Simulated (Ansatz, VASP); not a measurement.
Hf3N2: VASP beside Ansatz

```xyz
5
Lattice="1.5968 0.9219 7.7319 -1.5968 0.9219 7.7319 0.0000 -1.8438 7.7319" Properties=species:S:1:pos:R:3 pbc="T T T"
Hf    0.0000    0.0000   18.0716
Hf    0.0000    0.0000    5.1240
Hf    0.0000    0.0000    0.0000
N     0.0000    0.0000   14.1723
N     0.0000    0.0000    9.0233
```

Alike in both runs: functional PBEsol; k mesh 3 × 3 × 3; occupations gaussian, width 0.1 eV; no spin polarisation.

Ansatz relaxed the structure, and its values are those at the end. VASP's run is a single point on that final structure, the one shown.

```csv
,VASP,Ansatz
version,VASP 6.6.1,Ansatz 0.2.0
potentials or method,"VASP PAW PBE potentials, release 64 (Hf_pv, N), cutoff 520 eV","scalar-relativistic, plane waves, PAW"
valence electrons in the cell,40,88
```

```csv
,VASP,Ansatz,Ansatz less VASP
gap on the k mesh at the Fermi level (eV),none,none,-
pressure (GPa),-1.4,0.0,+1.39
rms of the force components (eV/Å),0.030,0.001,-0.0291
```

VASP's potentials were made for PBE, not for PBEsol. A gap of «none» marks a metal or a gap that the smearing closes. VASP's potentials hold 40 valence electrons a cell and Ansatz's 88, so a difference there can come from the potentials and not from the codes.

The k mesh is coarse, so the values compare programs but aren't converged. Neither program's run includes spin-orbit coupling.
